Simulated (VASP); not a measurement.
Input of a VASP 6.6.1 run:

INCAR

```
SYSTEM = Ag
PREC     = Accurate       ! precision mode
ENCUT    = 520            ! plane-wave cutoff, eV
EDIFF    = 1E-6           ! SCF threshold, eV
ISMEAR   = 0              ! smearing method
SIGMA    = 0.05           ! smearing width, eV
LREAL    = .False.        ! projectors in reciprocal space
LASPH    = .True.         ! aspherical terms in the spheres
NELM     = 150            ! most SCF steps
ALGO     = Normal         ! electronic algorithm
ISIF     = 2              ! what is computed and relaxed
LWAVE    = .False.        ! write WAVECAR
LCHARG   = .False.        ! write CHGCAR
MAGMOM   = 0 0 0 0 0 0    ! initial moments
LORBIT   = 11             ! projections on sites
LSORBIT  = .True.         ! spin-orbit coupling
GGA_COMPAT= .False.      
LORBMOM  = .True.       
LMAXMIX  = 4              ! l up to which the mixer works
GGA      = PE             ! functional
NBANDS   = 34             ! bands
```

File KPOINTS:

```
regular mesh
0
Gamma
  16 16 10
  0 0 0
```

The input POSCAR:

```
Ag
1.0
    2.9377408947      0.0000000000      0.0000000000
   -1.4688704473      2.5441582445      0.0000000000
    0.0000000000      0.0000000000      4.7897836555
Ag
2
Direct
    0.3333333333      0.6666666667      0.7500000000
    0.6666666667      0.3333333333      0.2500000000
```

Potentials or basis: VASP PAW PBE potentials, release 64 (Ag).

Run with:

```bash
$ cat potpaw_PBE.64/Ag/POTCAR > POTCAR
$ mpirun -np 1 vasp_ncl > vasp.out
```

Question: Estimate the net moment.

Answer: 0.00 μB per cell.

Question: What does it give for the pressure?

Answer: -0.2 GPa.

Moments on the atoms (μB; x, y, z):
```
Ag  0.00 0.00 0.00
Ag  0.00 0.00 0.00
```
